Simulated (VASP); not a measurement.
# CdTe (F-43m) in VASP: notebook

CdTe is run at these levels: PBE-based global hybrid with 50 % exact exchange, PBE-based global hybrid with 15 % exact exchange; tasks: single point.

Program: VASP 6.6.1. These are calculated values, not measurements. Logs are shortened: lines on timing, memory, paths and dates and some standing lists are left out, and cuts for length are marked.

**1. The cell of the first run**

It takes space group F-43m (No. 216, cubic). The conventional cell has a = 6.410 Å, b = 6.410 Å, c = 6.410 Å, α = 90.00°, β = 90.00°, γ = 90.00°. Cd (site symmetry -43m) has 4 Te at 2.78 Å within 3.7 Å. Within 3.7 Å of Te (site symmetry -43m) lie 4 Cd at 2.78 Å.

**2. Single point, PBE-based global hybrid with 50 % exact exchange**

Contents of POSCAR:

```
CdTe
1.0
    0.0000000000      3.2049986979      3.2049986979
    3.2049986979      0.0000000000      3.2049986979
    3.2049986979      3.2049986979      0.0000000000
Cd Te
1 1
Direct
    0.0000000000      0.0000000000      0.0000000000
    0.2500000000      0.2500000000      0.2500000000
```

Contents of INCAR.step1:

```
ALGO = Normal ; EDIFF = 1E-5
ENCUT = 520 ; GGA = PE
ISIF = 2 ; ISMEAR = 0
LASPH = True ; LREAL = False
LWAVE = True ; NBANDS = 16
NELM = 100 ; PREC = Accurate
SIGMA = 0.05
```

Contents of INCAR.step2:

```
AEXX = 0.5 ; ALGO = Normal
EDIFF = 1E-6 ; ENCUT = 520
GGA = PE ; ISIF = 2
ISMEAR = 0 ; ISTART = 1
LASPH = True ; LCHARG = True
LELF = True ; LHFCALC = True
LREAL = False ; LVHAR = True
LWAVE = False ; NBANDS = 16
NELM = 100 ; PREC = Accurate
PRECFOCK = Normal ; SIGMA = 0.05
```

Contents of KPOINTS:

```
k-points
0
Gamma
  4 4 4
```

Potentials or basis: VASP PAW PBE potentials, release 64 (Cd, Te).

Launch:

```
cat potpaw_PBE.64/Cd/POTCAR potpaw_PBE.64/Te/POTCAR > POTCAR
cp INCAR.step1 INCAR
mpirun -np 1 vasp_std > vasp.out
cp INCAR.step2 INCAR
mpirun -np 1 vasp_std > vasp.out
```

OUTCAR:

```text
AEXX = 0.5
   EDIFF = 1E-6
   ENCUT = 520
   GGA = PE
   ISIF = 2
   ISMEAR = 0
   ISTART = 1
   LASPH = True
   LHFCALC = True
   LREAL = False
   NELM = 100
   PREC = Accurate
   PRECFOCK = Normal

 ion  position               nearest neighbor table
   1  0.000  0.000  0.000-   2 2.78   2 2.78   2 2.78   2 2.78
   2  0.250  0.250  0.250-   1 2.78   1 2.78   1 2.78   1 2.78

  LATTYP: Found a face centered cubic cell.
 ALAT       =     6.4099973958

  Lattice vectors:

 A1 = (   0.0000000000,   3.2049986979,   3.2049986979)
 A2 = (   3.2049986979,   0.0000000000,   3.2049986979)
 A3 = (   3.2049986979,   3.2049986979,   0.0000000000)

Analysis of symmetry for initial positions (statically):
=====================================================================
 Subroutine PRICEL returns:
 Original cell was already a primitive cell.

 Routine SETGRP: Setting up the symmetry group for a
 face centered cubic supercell.

 Subroutine GETGRP returns: Found 24 space group operations
 (whereof 24 operations were pure point group operations)
 out of a pool of 48 trial point group operations.

The static configuration has the point symmetry T_d .

Analysis of symmetry for dynamics (positions and initial velocities):
=====================================================================
 Subroutine PRICEL returns:
 Original cell was already a primitive cell.

 Routine SETGRP: Setting up the symmetry group for a
 face centered cubic supercell.

 Subroutine GETGRP returns: Found 24 space group operations
 (whereof 24 operations were pure point group operations)
 out of a pool of 48 trial point group operations.

The dynamic configuration has the point symmetry T_d .

 Subroutine INISYM returns: Found 24 space group operations
 (whereof 24 operations are pure point group operations),
 and found     1 'primitive' translations

----------------------------------------------------------------------------------------

                                     Primitive cell

  volume of cell :      65.8436

  direct lattice vectors                    reciprocal lattice vectors
     0.000000000  3.204998698  3.204998698    -0.156006304  0.156006304  0.156006304
     3.204998698  0.000000000  3.204998698     0.156006304 -0.156006304  0.156006304
     3.204998698  3.204998698  0.000000000     0.156006304  0.156006304 -0.156006304

  length of vectors
     4.532552626  4.532552626  4.532552626     0.270210844  0.270210844  0.270210844

  position of ions in fractional coordinates (direct lattice)
     0.000000000  0.000000000  0.000000000
     0.250000000  0.250000000  0.250000000

  ion indices of the primitive-cell ions
   primitive index   ion index
                 1           1
                 2           2

----------------------------------------------------------------------------------------

 KPOINTS: k-points

Automatic generation of k-mesh.
 Grid dimensions read from file:
 generate k-points for:    4    4    4

 Generating k-lattice:

  Cartesian coordinates                     Fractional coordinates (reciprocal lattice)
    -0.039001576  0.039001576  0.039001576     0.250000000  0.000000000  0.000000000
     0.039001576 -0.039001576  0.039001576     0.000000000  0.250000000  0.000000000
     0.039001576  0.039001576 -0.039001576     0.000000000  0.000000000  0.250000000

  Length of vectors
     0.067552711  0.067552711  0.067552711

  Shift w.r.t. Gamma in fractional coordinates (k-lattice)
     0.000000000  0.000000000  0.000000000

 Subroutine IBZKPT returns following result:
 ===========================================

 Found      8 irreducible k-points:

 Following reciprocal coordinates:
            Coordinates               Weight
  0.000000  0.000000  0.000000      1.000000
  0.250000  0.000000  0.000000      8.000000
  0.500000  0.000000  0.000000      4.000000
  0.250000  0.250000  0.000000      6.000000
  0.500000  0.250000  0.000000     24.000000
 -0.250000  0.250000  0.000000     12.000000
  0.500000  0.500000  0.000000      3.000000
 -0.250000  0.500000  0.250000      6.000000
   k-points           NKPTS =      8   k-points in BZ     NKDIM =     64   number of bands    NBANDS=     16
   number of dos      NEDOS =    301   number of ions     NIONS =      2
   total plane-waves  NPLWV =  46656
   dimension x,y,z NGX =    36 NGY =   36 NGZ =   36
   dimension x,y,z NGXF=    72 NGYF=   72 NGZF=   72
   ions per type =               1   1
   NGX,Y,Z   is equivalent  to a cutoff of  13.20, 13.20, 13.20 a.u.
   NGXF,Y,Z  is equivalent  to a cutoff of  26.41, 26.41, 26.41 a.u.
 SYSTEM =  unknown system
   PREC   = accura    normal or accurate (medium, high low for compatibility)
   ISTART =      1    job   : 0-new  1-cont  2-samecut
   ICHARG =      0    charge: 1-file 2-atom 10-const
   ISPIN  =      1    spin polarized calculation?
   LNONCOLLINEAR =      F non collinear calculations
   LSORBIT =      F    spin-orbit coupling
   LASPH  =      T    aspherical Exc in radial PAW
   ENCUT  =  520.0 eV  38.22 Ry    6.18 a.u.   8.43  8.43  8.43*2*pi/ulx,y,z
   NELM   =    100;   NELMIN=  2; NELMDL=  0     # of ELM steps
   EDIFF  = 0.1E-05   stopping-criterion for ELM
   LREAL  =      F    real-space projection
   EDIFFG = 0.1E-04   stopping-criterion for IOM
   NSW    =      0    number of steps for IOM
   IBRION =     -1    ionic relax: 0-MD 1-quasi-New 2-CG
   NFREE  =      0    steps in history (QN), initial steepest desc. (CG)
   ISIF   =      2    stress and relaxation
   ISYM   =      3    0-nonsym 1-usesym 2-fastsym
   POTIM  = 0.5000    time-step for ionic-motion
   TEBEG  =    0.0;   TEEND  =   0.0 temperature during run
   PSTRESS=    0.0 pullay stress
   NELECT =      18.0000    total number of electrons
   NUPDOWN=      -1.0000    fix difference up-down
   EMIN   =  10.00;   EMAX   =-10.00  energy-range for DOS
   EFERMI =   0.00;   METHOD = LEGACY
   ISMEAR =     0;   SIGMA  =   0.05  broadening in eV -4-tet -1-fermi 0-gaus
   EFERMI_NEDOS =   21; number of points for ismear=-14 and -15
   IALGO  =     38    algorithm
   IMIX   =      1    mixing-type and parameters
     AMIX     =   0.40;   BMIX     =  1.00
     AMIX_MAG =   1.60;   BMIX_MAG =  1.00
  volume/ion in A,a.u.               =      32.92       222.17
  Fermi-wavevector in a.u.,A,eV,Ry     =   1.062497  2.007829 15.359622  1.128900
  Thomas-Fermi vector in A             =   2.197950
   LORBIT       =      0    0 simple, 1 ext, 2 COOP (PROOUT), +10 PAW based schemes
   GGA     = PE    functional components
   LHFCALC =     T    Hartree Fock is set to
   PRECFOCK=normal    Normal, Fast or Accurate (Low or Medium for compatibility)
   ENCUT4O =  -1.0   cutoff for four orbital integrals eV
   NKREDX  =     1    reduce k-point grid by
   NKREDY  =     1    reduce k-point grid by
   NKREDZ  =     1    reduce k-point grid by
   AEXX    =    0.5000 exact exchange contribution
   HFSCREEN=    0.0000 screening length (either q_TF or 0.3 A-1)
   HFSCREENC=   0.0000 screening length for correlation (either q_TF or 0.3 A-1)
   ENCUTFOCK=  -1.0 apply spherical cutoff to Coloumb kernel
   IVDW    =     0    specifies the selected vdW correction
   LEPSILON=     F    determine dielectric tensor
   LRPA    =     F    only Hartree local field effects (RPA)
 non-spin polarized calculation
 Gauss-broadening in eV      SIGMA  =   0.05
  energy-cutoff  :      520.00
  volume of cell :       65.84
 maximum number of plane-waves:      1807
 NGX is ok and might be reduce to    36
  NGX = 28; NGY = 28; NGZ = 28

 number of electron      17.9999995 magnetization

 Free energy of the ion-electron system (eV)
  ---------------------------------------------------
  ext. energy  EPLUGINS =         0.00000000
  ---------------------------------------------------
  free energy    TOTEN  =        -8.72732111 eV

  energy without entropy =       -8.72732111  energy(sigma->0) =       -8.72732111

 E-fermi :   1.1247     XC(G=0):  -5.0871

 val. band max:        0.8176268795   @ k =   0.0000   0.0000   0.0000
 cond. band min:       4.7528229636   @ k =   0.0000   0.0000   0.0000
 fundamental gap:      3.9351960841
 Fermi energy:         1.1247113913

 k-point     1 :       0.0000    0.0000    0.0000
  band No.  band energies     occupation
      1     -12.5353      2.00000
      2     -10.2288      2.00000
      3     -10.2288      2.00000
      4     -10.2288      2.00000
      5      -9.9291      2.00000
      6      -9.9291      2.00000
[... 8 lines left out ...]
     15      13.7915      0.00000
     16      13.7915      0.00000

 k-point     2 :       0.2500    0.0000    0.0000
  band No.  band energies     occupation
      1     -12.3200      2.00000
      2     -10.1898      2.00000
      3     -10.1898      2.00000
      4      -9.9306      2.00000
      5      -9.9306      2.00000
      6      -9.9253      2.00000
[... 8 lines left out ...]
     15      12.7085      0.00000
     16      12.7085      0.00000

 k-point     3 :       0.5000    0.0000    0.0000
  band No.  band energies     occupation
      1     -12.1417      2.00000
      2     -10.1583      2.00000
      3     -10.1583      2.00000
      4      -9.9231      2.00000
      5      -9.9231      2.00000
      6      -9.3275      2.00000
[... 8 lines left out ...]
     15      15.0224      0.00000
     16      15.0224      0.00000

 k-point     4 :       0.2500    0.2500    0.0000
  band No.  band energies     occupation
      1     -12.2547      2.00000
      2     -10.1455      2.00000
      3     -10.1455      2.00000
      4     -10.0084      2.00000
      5      -9.9148      2.00000
      6      -9.8213      2.00000
[... 8 lines left out ...]
     15      14.4055      0.00000
     16      15.5077      0.00000

 k-point     5 :       0.5000    0.2500    0.0000
  band No.  band energies     occupation
      1     -12.0895      2.00000
      2     -10.1199      2.00000
      3     -10.1040      2.00000
      4      -9.9728      2.00000
      5      -9.9154      2.00000
      6      -9.2255      2.00000
[... 8 lines left out ...]
     15      15.2414      0.00000
     16      15.5863      0.00000

 k-point     6 :      -0.2500    0.2500    0.0000
  band No.  band energies     occupation
      1     -12.1408      2.00000
      2     -10.1428      2.00000
      3     -10.1371      2.00000
      4      -9.9390      2.00000
      5      -9.9373      2.00000
      6      -9.4258      2.00000
[... 8 lines left out ...]
     15      14.2758      0.00000
     16      15.7403      0.00000

 k-point     7 :       0.5000    0.5000    0.0000
  band No.  band energies     occupation
      1     -12.0408      2.00000
      2     -10.0535      2.00000
      3     -10.0535      2.00000
      4     -10.0337      2.00000
      5      -9.9002      2.00000
      6      -9.0717      2.00000
[... 8 lines left out ...]
     15      15.4674      0.00000
     16      16.2491      0.00000

 k-point     8 :      -0.2500    0.5000    0.2500
  band No.  band energies     occupation
      1     -12.0439      2.00000
      2     -10.0965      2.00000
      3     -10.0841      2.00000
      4      -9.9647      2.00000
      5      -9.9302      2.00000
      6      -8.9805      2.00000
[... 8 lines left out ...]
     15      15.9908      0.00000
     16      16.0170      0.00000

------------------------ aborting loop because EDIFF is reached ----------------------------------------

  FORCE on cell =-STRESS in cart. coord.  units (eV):
  Direction    XX          YY          ZZ          XY          YZ          ZX
  --------------------------------------------------------------------------------------
  -------------------------------------------------------------------------------------
  Total        0.8485985      0.8485985      0.8485985      0.0000000      0.0000000     -0.0000000
  in kB       20.6490131     20.6490131     20.6490131      0.0000000      0.0000000     -0.0000000
  external PRESSURE =      20.6490131 kB  Pullay stress =       0.0000000 kB

 VOLUME and BASIS-vectors are now :
 -----------------------------------------------------------------------------
  energy-cutoff  :      520.00
  volume of cell :       65.84
      direct lattice vectors                 reciprocal lattice vectors
     0.000000000  3.204998698  3.204998698    -0.156006304  0.156006304  0.156006304
     3.204998698  0.000000000  3.204998698     0.156006304 -0.156006304  0.156006304
     3.204998698  3.204998698  0.000000000     0.156006304  0.156006304 -0.156006304

 POSITION                                       TOTAL-FORCE (eV/Angst)
 -----------------------------------------------------------------------------------
      0.00000      0.00000      0.00000         0.000000      0.000000      0.000000
      1.60250      1.60250      1.60250        -0.000000     -0.000000     -0.000000
 -----------------------------------------------------------------------------------
    total drift:                                0.000013      0.000005      0.000004

  FREE ENERGIE OF THE ION-ELECTRON SYSTEM (eV)
  ---------------------------------------------------
  free  energy   TOTEN  =        -8.7273211063 eV

  energy  without entropy=       -8.7273211063  energy(sigma->0) =       -8.72732111
```

Wall time 20 min (1 thread of Intel Xeon Platinum 8259CL at 2.50GHz (Skylake/Cascade Lake), shared host); peak memory 0.22 GiB.

What came out:

```
Free energy            : -8.7273 eV
Pressure               : 2.1 GPa
Band gap on the k mesh : 3.94 eV
```

Caveat: the k points lie up to 0.42 Å⁻¹ apart; the PAW data sets were made with another functional, which shifts forces and pressure a little; spin-orbit coupling is left out, which moves the levels of the heavy elements.

**3. Single point, PBE-based global hybrid with 15 % exact exchange**

POSCAR is that of step 2.

Contents of INCAR.step1:

```
PREC = Accurate
ENCUT = 520
EDIFF = 1E-5
ISMEAR = 0
SIGMA = 0.05
LREAL = False
LASPH = True
NELM = 100
ALGO = Normal
ISIF = 2
LWAVE = True
LCHARG = False
GGA = PE
NBANDS = 16
```

Contents of INCAR.step2:

```
PREC = Accurate
ENCUT = 520
EDIFF = 1E-7
ISMEAR = 0
SIGMA = 0.05
LREAL = False
LASPH = True
NELM = 100
ALGO = Normal
ISIF = 2
LWAVE = False
LCHARG = False
GGA = PE
LHFCALC = True
AEXX = 0.15
PRECFOCK = Normal
ISTART = 1
NBANDS = 16
```

Contents of KPOINTS:

```
regular mesh
0
Gamma
  4 4 4
```

Potentials or basis: VASP PAW PBE potentials, release 64 (Cd, Te).

Launch:

```
cat potpaw_PBE.64/Cd/POTCAR potpaw_PBE.64/Te/POTCAR > POTCAR
cp INCAR.step1 INCAR
mpirun -np 1 vasp_std > vasp.out
cp INCAR.step2 INCAR
mpirun -np 1 vasp_std > vasp.out
```

OUTCAR:

```text
PREC = Accurate
   ENCUT = 520
   EDIFF = 1E-7
   ISMEAR = 0
   LREAL = False
   LASPH = True
   NELM = 100
   ISIF = 2
   GGA = PE
   LHFCALC = True
   AEXX = 0.15
   PRECFOCK = Normal
   ISTART = 1

 ion  position               nearest neighbor table
   1  0.000  0.000  0.000-   2 2.78   2 2.78   2 2.78   2 2.78
   2  0.250  0.250  0.250-   1 2.78   1 2.78   1 2.78   1 2.78

  LATTYP: Found a face centered cubic cell.
 ALAT       =     6.4099973958

  Lattice vectors:

 A1 = (   0.0000000000,   3.2049986979,   3.2049986979)
 A2 = (   3.2049986979,   0.0000000000,   3.2049986979)
 A3 = (   3.2049986979,   3.2049986979,   0.0000000000)

Analysis of symmetry for initial positions (statically):
=====================================================================
 Subroutine PRICEL returns:
 Original cell was already a primitive cell.

 Routine SETGRP: Setting up the symmetry group for a
 face centered cubic supercell.

 Subroutine GETGRP returns: Found 24 space group operations
[... 153 lines left out ...]
  free energy    TOTEN  =        -5.73640296 eV

  energy without entropy =       -5.73640296  energy(sigma->0) =       -5.73640296

 E-fermi :   2.3706     XC(G=0):  -7.6285

 val. band max:        2.1556355406   @ k =   0.0000   0.0000   0.0000
 cond. band min:       3.9044681318   @ k =   0.0000   0.0000   0.0000
 fundamental gap:      1.7488325912
 Fermi energy:         2.3705763120

 k-point     1 :       0.0000    0.0000    0.0000
  band No.  band energies     occupation
      1      -9.8420      2.00000
      2      -7.0821      2.00000
      3      -7.0821      2.00000
      4      -7.0821      2.00000
      5      -6.7949      2.00000
      6      -6.7949      2.00000
[... 129 lines left out ...]
      3      -6.9417      2.00000
      4      -6.8284      2.00000
      5      -6.7957      2.00000
      6      -6.0834      2.00000
[... 8 lines left out ...]
     15      14.5525      0.00000
     16      14.6770      0.00000

------------------------ aborting loop because EDIFF is reached ----------------------------------------

  FORCE on cell =-STRESS in cart. coord.  units (eV):
  Direction    XX          YY          ZZ          XY          YZ          ZX
  --------------------------------------------------------------------------------------
  -------------------------------------------------------------------------------------
  Total        1.5908197      1.5908197      1.5908197      0.0000000      0.0000000      0.0000000
  in kB       38.7095356     38.7095356     38.7095356      0.0000000      0.0000000      0.0000000
  external PRESSURE =      38.7095356 kB  Pullay stress =       0.0000000 kB

 VOLUME and BASIS-vectors are now :
 -----------------------------------------------------------------------------
  energy-cutoff  :      520.00
  volume of cell :       65.84
      direct lattice vectors                 reciprocal lattice vectors
     0.000000000  3.204998698  3.204998698    -0.156006304  0.156006304  0.156006304
     3.204998698  0.000000000  3.204998698     0.156006304 -0.156006304  0.156006304
     3.204998698  3.204998698  0.000000000     0.156006304  0.156006304 -0.156006304

 POSITION                                       TOTAL-FORCE (eV/Angst)
 -----------------------------------------------------------------------------------
      0.00000      0.00000      0.00000        -0.000000     -0.000000     -0.000000
      1.60250      1.60250      1.60250         0.000000      0.000000      0.000000
 -----------------------------------------------------------------------------------
    total drift:                               -0.000001     -0.000001     -0.000001

  FREE ENERGIE OF THE ION-ELECTRON SYSTEM (eV)
  ---------------------------------------------------
  free  energy   TOTEN  =        -5.7364029558 eV

  energy  without entropy=       -5.7364029558  energy(sigma->0) =       -5.73640296
```

OSZICAR.step1:

```text
N       E                     dE             d eps       ncg     rms          rms(c)
DAV:   1     0.108976833218E+03    0.10898E+03   -0.84965E+03   256   0.988E+02
DAV:   2    -0.119749818623E+01   -0.11017E+03   -0.10492E+03   312   0.248E+02
DAV:   3    -0.486988929616E+01   -0.36724E+01   -0.36670E+01   304   0.468E+01
DAV:   4    -0.490302720897E+01   -0.33138E-01   -0.33136E-01   384   0.400E+00
DAV:   5    -0.490309729189E+01   -0.70083E-04   -0.70081E-04   336   0.175E-01    0.598E+00
DAV:   6    -0.467702031183E+01    0.22608E+00   -0.38696E-01   296   0.763E+00    0.484E+00
DAV:   7    -0.465932550513E+01    0.17695E-01   -0.12362E-01   280   0.227E+00    0.182E+00
DAV:   8    -0.466041555553E+01   -0.10901E-02   -0.12259E-02   272   0.126E+00    0.533E-01
DAV:   9    -0.466080981918E+01   -0.39426E-03   -0.93803E-04   288   0.322E-01    0.133E-01
DAV:  10    -0.466089507684E+01   -0.85258E-04   -0.12769E-04   328   0.987E-02    0.554E-02
DAV:  11    -0.466094175152E+01   -0.46675E-04   -0.84575E-05   264   0.597E-02    0.342E-02
DAV:  12    -0.466094044974E+01    0.13018E-05   -0.33859E-06   232   0.164E-02
   1 F= -.46609404E+01 E0= -.46609404E+01  d E =-.100827E-12
```

Wall time 26 min (1 thread of Intel Xeon Platinum 8259CL at 2.50GHz (Skylake/Cascade Lake), shared host); peak memory 0.22 GiB.

What came out:

```
Free energy            : -5.7364 eV
Pressure               : 3.9 GPa
Band gap on the k mesh : 1.75 eV
```

Caveat: the k points lie up to 0.42 Å⁻¹ apart; the PAW data sets were made with another functional, which shifts forces and pressure a little; spin-orbit coupling is left out, which moves the levels of the heavy elements.
